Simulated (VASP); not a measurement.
# Pb (Fd-3m) in VASP: further runs, part 2 of 3

VASP 6.6.1.

## (4) Electric field gradients, LDA (volume scaled by 1.05)

The input, INCAR:

```
SYSTEM = Pb
PREC     = Accurate       ! precision mode
ENCUT    = 520            ! plane-wave cutoff, eV
EDIFF    = 1E-8           ! SCF threshold, eV
ISMEAR   = -1             ! smearing method
SIGMA    = 0.05           ! smearing width, eV
LREAL    = .FALSE.        ! projectors in reciprocal space
LASPH    = .TRUE.         ! aspherical terms in the spheres
NELM     = 100            ! most SCF steps
ALGO     = Normal         ! electronic algorithm
ISIF     = 2              ! what is computed and relaxed
LWAVE    = .FALSE.        ! write WAVECAR
LCHARG   = .FALSE.        ! write CHGCAR
LEFG     = .TRUE.       
NBANDS   = 21             ! bands
```

The input, KPOINTS:

```
Automatic mesh
0
G
  8 8 8
  0 0 0
```

The input, POSCAR:

```
Pb
1.0
    0.0000000000      3.4953871275      3.4953871275
    3.4953871275      0.0000000000      3.4953871275
    3.4953871275      3.4953871275      0.0000000000
Pb
2
Direct
    0.0000000000      0.0000000000      0.0000000000
    0.2500000000      0.2500000000      0.2500000000
```

Potentials or basis: VASP PAW LDA potentials, release 64 (Pb_d).

Launch:

```sh
$ cat potpaw_LDA.64/Pb_d/POTCAR > POTCAR
$ mpirun -np 1 vasp_std > vasp.out
```

OUTCAR:

```text
SYSTEM = Pb
   PREC = Accurate
   ENCUT = 520
   EDIFF = 1E-8
   ISMEAR = -1
   LREAL = .FALSE.
   LASPH = .TRUE.
   NELM = 100
   ISIF = 2

 ion  position               nearest neighbor table
   1  0.000  0.000  0.000-   2 3.03   2 3.03   2 3.03   2 3.03
   2  0.250  0.250  0.250-   1 3.03   1 3.03   1 3.03   1 3.03

  LATTYP: Found a face centered cubic cell.
 ALAT       =     6.9907742550

  Lattice vectors:

 A1 = (   0.0000000000,   3.4953871275,   3.4953871275)
 A2 = (   3.4953871275,   0.0000000000,   3.4953871275)
 A3 = (   3.4953871275,   3.4953871275,   0.0000000000)

Analysis of symmetry for initial positions (statically):
=====================================================================
 Subroutine PRICEL returns:
 Original cell was already a primitive cell.

 Routine SETGRP: Setting up the symmetry group for a
 face centered cubic supercell.

 Subroutine GETGRP returns: Found 48 space group operations
 (whereof 24 operations were pure point group operations)
 out of a pool of 48 trial point group operations.

The static configuration has the point symmetry T_d .
 The point group associated with its full space group is O_h .

Analysis of symmetry for dynamics (positions and initial velocities):
=====================================================================
 Subroutine PRICEL returns:
 Original cell was already a primitive cell.

 Routine SETGRP: Setting up the symmetry group for a
 face centered cubic supercell.

 Subroutine GETGRP returns: Found 48 space group operations
 (whereof 24 operations were pure point group operations)
 out of a pool of 48 trial point group operations.

[... 149 lines left out ...]
 E-fermi :   3.6644     XC(G=0):  -8.5576

 val. band max:        3.3884780489   @ k =   0.1250   0.1250   0.0000
 cond. band min:       3.6847534136   @ k =  -0.1250   0.1250   0.0000
 fundamental gap:      0.2962753647
 Fermi energy:         3.6644426600

 k-point     1 :       0.0000    0.0000    0.0000
  band No.  band energies     occupation
      1     -13.4440      2.00000
      2     -13.4440      2.00000
      3     -13.4440      2.00000
      4     -13.3722      2.00000
      5     -13.3722      2.00000
      6     -12.9906      2.00000
[... 565 lines left out ...]
     20      11.3540      0.00000
     21      12.0628      0.00000

 [... further k-points ...]
[... 5 lines left out ...]
  --------------------------------------------------------------------------------------
  -------------------------------------------------------------------------------------
  Total       -1.0869069     -1.0869069     -1.0869069     -0.0000000      0.0000000     -0.0000000
  in kB      -20.3885857    -20.3885857    -20.3885857     -0.0000000      0.0000000     -0.0000000
  external PRESSURE =     -20.3885857 kB  Pullay stress =       0.0000000 kB

 VOLUME and BASIS-vectors are now :
 -----------------------------------------------------------------------------
  energy-cutoff  :      520.00
  volume of cell :       85.41
      direct lattice vectors                 reciprocal lattice vectors
     0.000000000  3.495387127  3.495387127    -0.143045672  0.143045672  0.143045672
     3.495387127  0.000000000  3.495387127     0.143045672 -0.143045672  0.143045672
     3.495387127  3.495387127  0.000000000     0.143045672  0.143045672 -0.143045672

 POSITION                                       TOTAL-FORCE (eV/Angst)
 -----------------------------------------------------------------------------------
      0.00000      0.00000      0.00000        -0.000000     -0.000000     -0.000000
      1.74769      1.74769      1.74769         0.000000      0.000000      0.000000
 -----------------------------------------------------------------------------------
    total drift:                               -0.000000     -0.000000      0.000000

  FREE ENERGIE OF THE ION-ELECTRON SYSTEM (eV)
  ---------------------------------------------------
  free  energy   TOTEN  =        -7.8560603743 eV

  energy  without entropy=       -7.8516769962  energy(sigma->0) =       -7.85386869

 Electric field gradients (V/A^2)
---------------------------------------------------------------------
 ion       V_xx      V_yy      V_zz      V_xy      V_xz      V_yz
---------------------------------------------------------------------
   1       0.000    -0.000    -0.000     0.001     0.001     0.001
   2       0.000    -0.000    -0.000     0.001     0.001     0.001
---------------------------------------------------------------------

 Electric field gradients after diagonalization (V/A^2)
 (convention: |V_zz| > |V_xx| > |V_yy|)
----------------------------------------------------------------------
 ion       V_xx      V_yy      V_zz     asymmetry (V_yy - V_xx)/ V_zz
----------------------------------------------------------------------
   1      -0.001    -0.001     0.002       0.000
   2      -0.001    -0.001     0.002       0.000
----------------------------------------------------------------------

           NMR quadrupolar parameters

 Cq : quadrupolar parameter    Cq=e*Q*V_zz/h
 eta: asymmetry parameters     (V_yy - V_xx)/ V_zz
 Q  : nuclear electric quadrupole moment in mb (millibarn)
----------------------------------------------------------------------
 ion       Cq(MHz)       eta       Q (mb)
----------------------------------------------------------------------
   1       0.000       0.000       1.000
   2       0.000       0.000       1.000
----------------------------------------------------------------------
```

stdout:

```text
POSCAR found type information on POSCAR Pb
 POSCAR found :  1 types and       2 ions
 scaLAPACK will be used
 LDA part: xc-table for (Slater(with rela. corr.)+CA(PZ))
 , standard interpolation
 POSCAR, INCAR and KPOINTS ok, starting setup
 FFT: planning ... GRIDC
 FFT: planning ... GRID_SOFT
 FFT: planning ... GRID
 WAVECAR not read
 entering main loop
ion   1

ion   2
```

Run time: 32 s. Hardware: 1 thread of AMD EPYC 9R45 (Zen 5), shared host; peak memory 0.17 GiB.

What came out:

```
Free energy            : -7.8561 eV
Pressure               : -2.0 GPa
Band gap on the k mesh : zero (band 14 reaches 4.00 eV, above the bottom of band 15 at 2.92 eV)
```

Caveat: without QUAD_EFG the Cq values of the log hold for a quadrupole moment of 1 mb, not for the nuclei; spin-orbit coupling is left out, which moves the levels of the heavy elements.

## (5) Electric field gradients, LDA (volume scaled by 0.94)

The input, INCAR:

```
SYSTEM = Pb
PREC = Accurate
ENCUT = 520
EDIFF = 1E-8
ISMEAR = -1
SIGMA = 0.05
LREAL = .FALSE.
LASPH = .TRUE.
NELM = 80
ALGO = Normal
ISIF = 2
LWAVE = .FALSE.
LCHARG = .FALSE.
LEFG = .TRUE.
NBANDS = 21
```

KPOINTS is that of step 4.

The input, POSCAR:

```
Pb
1.0
    0.0000000000      3.3687966822      3.3687966822
    3.3687966822      0.0000000000      3.3687966822
    3.3687966822      3.3687966822      0.0000000000
Pb
2
Direct
    0.0000000000      0.0000000000      0.0000000000
    0.2500000000      0.2500000000      0.2500000000
```

Potentials or basis: VASP PAW LDA potentials, release 64 (Pb_d).

Launch:

```sh
$ cat potpaw_LDA.64/Pb_d/POTCAR > POTCAR
$ mpirun -np 1 vasp_std > vasp.out
```

OUTCAR:

```text
SYSTEM = Pb
   PREC = Accurate
   ENCUT = 520
   EDIFF = 1E-8
   ISMEAR = -1
   LREAL = .FALSE.
   LASPH = .TRUE.
   NELM = 80
   ISIF = 2

 ion  position               nearest neighbor table
   1  0.000  0.000  0.000-   2 2.92   2 2.92   2 2.92   2 2.92
   2  0.250  0.250  0.250-   1 2.92   1 2.92   1 2.92   1 2.92

  LATTYP: Found a face centered cubic cell.
 ALAT       =     6.7375933644

  Lattice vectors:

 A1 = (   0.0000000000,   3.3687966822,   3.3687966822)
 A2 = (   3.3687966822,   0.0000000000,   3.3687966822)
 A3 = (   3.3687966822,   3.3687966822,   0.0000000000)

Analysis of symmetry for initial positions (statically):
=====================================================================
 Subroutine PRICEL returns:
 Original cell was already a primitive cell.

 Routine SETGRP: Setting up the symmetry group for a
 face centered cubic supercell.

 Subroutine GETGRP returns: Found 48 space group operations
 (whereof 24 operations were pure point group operations)
 out of a pool of 48 trial point group operations.

The static configuration has the point symmetry T_d .
 The point group associated with its full space group is O_h .

Analysis of symmetry for dynamics (positions and initial velocities):
=====================================================================
 Subroutine PRICEL returns:
 Original cell was already a primitive cell.

 Routine SETGRP: Setting up the symmetry group for a
 face centered cubic supercell.

 Subroutine GETGRP returns: Found 48 space group operations
 (whereof 24 operations were pure point group operations)
 out of a pool of 48 trial point group operations.

The dynamic configuration has the point symmetry T_d .
 The point group associated with its full space group is O_h .

 Subroutine INISYM returns: Found 48 space group operations
 (whereof 24 operations are pure point group operations),
 and found     1 'primitive' translations

----------------------------------------------------------------------------------------

                                     Primitive cell

  volume of cell :      76.4635

  direct lattice vectors                    reciprocal lattice vectors
     0.000000000  3.368796682  3.368796682    -0.148420949  0.148420949  0.148420949
     3.368796682  0.000000000  3.368796682     0.148420949 -0.148420949  0.148420949
     3.368796682  3.368796682  0.000000000     0.148420949  0.148420949 -0.148420949

  length of vectors
     4.764197957  4.764197957  4.764197957     0.257072624  0.257072624  0.257072624

  position of ions in fractional coordinates (direct lattice)
     0.000000000  0.000000000  0.000000000
     0.250000000  0.250000000  0.250000000

  ion indices of the primitive-cell ions
   primitive index   ion index
                 1           1
                 2           2

[... 69 lines left out ...]
   ENCUT  =  520.0 eV  38.22 Ry    6.18 a.u.   8.86  8.86  8.86*2*pi/ulx,y,z
   NELM   =     80;   NELMIN=  2; NELMDL= -5     # of ELM steps
   EDIFF  = 0.1E-07   stopping-criterion for ELM
   LREAL  =      F    real-space projection
   EDIFFG = 0.1E-06   stopping-criterion for IOM
   NSW    =      0    number of steps for IOM
   IBRION =     -1    ionic relax: 0-MD 1-quasi-New 2-CG
   NFREE  =      0    steps in history (QN), initial steepest desc. (CG)
   ISIF   =      2    stress and relaxation
   ISYM   =      2    0-nonsym 1-usesym 2-fastsym
   POTIM  = 0.5000    time-step for ionic-motion
   TEBEG  =    0.0;   TEEND  =   0.0 temperature during run
   PSTRESS=    0.0 pullay stress
   NELECT =      28.0000    total number of electrons
   NUPDOWN=      -1.0000    fix difference up-down
   EMIN   =  10.00;   EMAX   =-10.00  energy-range for DOS
   EFERMI =   0.00;   METHOD = LEGACY
   ISMEAR =    -1;   SIGMA  =   0.05  broadening in eV -4-tet -1-fermi 0-gaus
   EFERMI_NEDOS =   21; number of points for ismear=-14 and -15
   IALGO  =     38    algorithm
   IMIX   =      4    mixing-type and parameters
     AMIX     =   0.40;   BMIX     =  1.00
     AMIX_MAG =   1.60;   BMIX_MAG =  1.00
  volume/ion in A,a.u.               =      38.23       258.00
  Fermi-wavevector in a.u.,A,eV,Ry     =   1.171231  2.213306 18.664241  1.371783
  Thomas-Fermi vector in A             =   2.307678
   LORBIT       =      0    0 simple, 1 ext, 2 COOP (PROOUT), +10 PAW based schemes
   GGA     = CA    functional components
   LHFCALC =     F    Hartree Fock is set to
   AEXX    =    0.0000 exact exchange contribution
   IVDW    =     0    specifies the selected vdW correction
   LEPSILON=     F    determine dielectric tensor
   LRPA    =     F    only Hartree local field effects (RPA)
 non-spin polarized calculation
  energy-cutoff  :      520.00
  volume of cell :       76.46
 maximum number of plane-waves:      2085
   NGX = 17   NGY = 17   NGZ = 17

 number of electron      28.0000003 magnetization

 Free energy of the ion-electron system (eV)
  ---------------------------------------------------
  ext. energy  EPLUGINS =         0.00000000
  ---------------------------------------------------
  free energy    TOTEN  =        -7.87857098 eV

  energy without entropy =       -7.87459456  energy(sigma->0) =       -7.87658277

 E-fermi :   4.6911     XC(G=0):  -9.0294

 val. band max:        4.3386861858   @ k =   0.1250   0.1250   0.0000
 cond. band min:       4.7016569080   @ k =  -0.1250   0.1250   0.0000
 fundamental gap:      0.3629707222
 Fermi energy:         4.6910795914

 k-point     1 :       0.0000    0.0000    0.0000
  band No.  band energies     occupation
      1     -12.6593      2.00000
      2     -12.6593      2.00000
      3     -12.6593      2.00000
      4     -12.5683      2.00000
      5     -12.5683      2.00000
      6     -12.0638      2.00000
[... 565 lines left out ...]
     20      12.6612      0.00000
     21      13.4680      0.00000

 [... further k-points ...]
[... 5 lines left out ...]
  --------------------------------------------------------------------------------------
  -------------------------------------------------------------------------------------
  Total        0.7103960      0.7103960      0.7103960      0.0000000      0.0000000     -0.0000000
  in kB       14.8852691     14.8852691     14.8852691      0.0000000      0.0000000     -0.0000000
  external PRESSURE =      14.8852691 kB  Pullay stress =       0.0000000 kB

 VOLUME and BASIS-vectors are now :
 -----------------------------------------------------------------------------
  energy-cutoff  :      520.00
  volume of cell :       76.46
      direct lattice vectors                 reciprocal lattice vectors
     0.000000000  3.368796682  3.368796682    -0.148420949  0.148420949  0.148420949
     3.368796682  0.000000000  3.368796682     0.148420949 -0.148420949  0.148420949
     3.368796682  3.368796682  0.000000000     0.148420949  0.148420949 -0.148420949

 POSITION                                       TOTAL-FORCE (eV/Angst)
 -----------------------------------------------------------------------------------
      0.00000      0.00000      0.00000         0.000000      0.000000      0.000000
      1.68440      1.68440      1.68440        -0.000000     -0.000000     -0.000000
 -----------------------------------------------------------------------------------
    total drift:                                0.000000      0.000000      0.000000

  FREE ENERGIE OF THE ION-ELECTRON SYSTEM (eV)
  ---------------------------------------------------
  free  energy   TOTEN  =        -7.8785709806 eV

  energy  without entropy=       -7.8745945559  energy(sigma->0) =       -7.87658277

 Electric field gradients (V/A^2)
---------------------------------------------------------------------
 ion       V_xx      V_yy      V_zz      V_xy      V_xz      V_yz
---------------------------------------------------------------------
   1       0.000    -0.000    -0.000    -0.001    -0.001    -0.001
   2       0.000    -0.000    -0.000    -0.001    -0.001    -0.001
---------------------------------------------------------------------

 Electric field gradients after diagonalization (V/A^2)
 (convention: |V_zz| > |V_xx| > |V_yy|)
----------------------------------------------------------------------
 ion       V_xx      V_yy      V_zz     asymmetry (V_yy - V_xx)/ V_zz
----------------------------------------------------------------------
   1       0.001     0.001    -0.002       0.000
   2       0.001     0.001    -0.002       0.000
----------------------------------------------------------------------

           NMR quadrupolar parameters

 Cq : quadrupolar parameter    Cq=e*Q*V_zz/h
 eta: asymmetry parameters     (V_yy - V_xx)/ V_zz
 Q  : nuclear electric quadrupole moment in mb (millibarn)
----------------------------------------------------------------------
 ion       Cq(MHz)       eta       Q (mb)
----------------------------------------------------------------------
   1      -0.000       0.000       1.000
   2      -0.000       0.000       1.000
----------------------------------------------------------------------
```

It took 17 s on 1 thread of Intel Xeon 6975P-C (Granite Rapids), shared host; peak memory 0.17 GiB.

Results:

* Free energy: -7.8786 eV
* Pressure: 1.5 GPa
* Band gap on the k mesh: zero (band 14 reaches 5.07 eV, above the bottom of band 15 at 3.81 eV)

Levels at points of the mesh, in eV from the Fermi level:
| k point | band 11 | band 12 | band 13 | band 14 | band 15 | band 16 | band 17 | band 18 |
| --- | --- | --- | --- | --- | --- | --- | --- | --- |
| (0.00, 0.00, 0.00) | -11.60 | -3.67 | 0.37 | 0.37 | 0.37 | 2.39 | 2.39 | 2.39 |
| (0.50, 0.00, 0.00) | -10.11 | -7.28 | -1.03 | -0.88 | -0.88 | 3.54 | 3.54 | 5.28 |
| (0.50, 0.50, 0.00) | -8.71 | -8.71 | -2.21 | -2.21 | 0.75 | 0.75 | 7.48 | 7.48 |

Caveat: without QUAD_EFG the Cq values of the log hold for a quadrupole moment of 1 mb, not for the nuclei; spin-orbit coupling is left out, which moves the levels of the heavy elements.

[end of part 2 of 3]
